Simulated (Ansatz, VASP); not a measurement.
## Two plane-wave programs on Lu

File INCAR:

```
SYSTEM = Lu
  PREC = Accurate
  ENCUT = 600
  EDIFF = 1E-6
  ISMEAR = 0
  SIGMA = 0.05
  LREAL = .FALSE.
  LASPH = .TRUE.
  NELM = 120
  ALGO = Normal
  ISIF = 2
  LWAVE = .FALSE.
  LCHARG = .FALSE.
  GGA = PE
  NBANDS = 18
  GGA_COMPAT = .FALSE.
```

Contents of KPOINTS:

```
Automatic mesh
0
G
  8 8 8
  0 0 0
```

Contents of POSCAR:

```
Lu
1.0
    0.0000000000      2.4233561850      2.4233561850
    2.4233561850      0.0000000000      2.4233561850
    2.4233561850      2.4233561850      0.0000000000
Lu
1
Direct
    0.0000000000      0.0000000000      0.0000000000
```

Input for Ansatz:

```yaml
crystal:
  lattice:
    - [0.0, 2.423356185, 2.423356185]
    - [2.423356185, 0.0, 2.423356185]
    - [2.423356185, 2.423356185, 0.0]
  atoms:
    - { symbol: Lu, position: [0.0, 0.0, 0.0] }
basis:
  ecutwfc: 600
  ecutrho_ratio: 5
kpoints:
  mp_grid: { grid: [8, 8, 8] }
hamiltonian:
  xc: pbe
scf:
  occupations: { method: gaussian, width: 0.05 }
output:
  forces: true
  stress: true
  eigenvalues: true
```

Alike in both runs: task single point; functional PBE; k mesh 8 × 8 × 8; occupations gaussian, width 0.05 eV; no spin polarisation.

```csv
,VASP,Ansatz
version,VASP 6.6.1,Ansatz 0.2.0
potentials or method,"VASP PAW PBE potentials, release 64 (Lu), cutoff 600 eV","scalar-relativistic, plane waves, PAW"
valence electrons in the cell,25,25
```

```tsv
	VASP	Ansatz	Ansatz less VASP
pressure (GPa)	0.3	0.1	-0.20
```

Spin-orbit coupling is off throughout.
